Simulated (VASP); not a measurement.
Mg2O:

```
Mg O
1.0
     3.10607    0.00000    0.00000
     0.02370    3.88938    0.00000
     0.75092    0.55068    4.39684
Mg O
2 1
Direct
  0.49990 0.23402 0.29928
  0.94260 0.59634 0.89518
  0.86128 0.20055 0.53077
```

The cell was built from a structure type or drawn by symmetry, and may not be a known phase.

```yaml
Program: VASP 6.6.1
Task: relaxation of cell and atoms
Functional: PBE
Potentials_or_basis: VASP PAW PBE potentials, release 64 (Mg, O)
Cutoff: 600 eV
k_mesh: 6 × 5 × 5
Occupations: gaussian, width 0.2 eV
Spin: no spin polarisation
```

At the start: pressure 10.9 GPa; volume 17.71 Å³/atom.

Task: Where does the relaxation end?

Result: Over 15 steps the energy falls by 885.8 meV/atom and the volume is 16.31 Å³/atom (-7.9 %); space group P1 (No. 1, to 0.1 Å) before, C222 (No. 21, to 0.1 Å).

The path:
```csv
step,energy change (eV),largest force (eV/Å),pressure (GPa),volume (Å³)
1,0.0000,7.0902,10.89,53.12
2,-1.1160,1.6610,-5.80,62.36
3,-1.2373,2.1787,-4.59,57.79
4,-1.9754,1.2170,-4.41,54.84
5,-2.2333,1.6274,-0.42,51.96
6,-2.5459,0.7059,-0.45,50.40
7,-2.5723,0.8159,0.72,49.72
8,-2.5729,0.7775,0.53,49.82
9,-2.6214,0.3528,-0.26,49.94
10,-2.6225,0.2859,-0.24,49.93
11,-2.6423,0.1946,-0.43,49.74
12,-2.6471,0.2580,-0.56,49.58
13,-2.6549,0.1196,0.08,48.96
14,-2.6555,0.0952,0.32,48.74
15,-2.6573,0.0618,0.00,48.92
```

Final structure:
```
CELL_PARAMETERS angstrom
3.17360 -0.00126 -0.29633
0.06770 3.15004 -0.19293
0.40421 0.30594 4.83723
ATOMIC_POSITIONS crystal
Mg 0.42855 0.18045 0.32121
Mg 0.94373 0.67505 0.82947
O 0.93151 0.17541 0.57455
```

Caveat: a cell axis changed by over 15 % at a fixed basis, so the end point is rough; the relaxation stopped at a loose force limit of 0.08 eV/Å, so its end isn't a converged minimum.
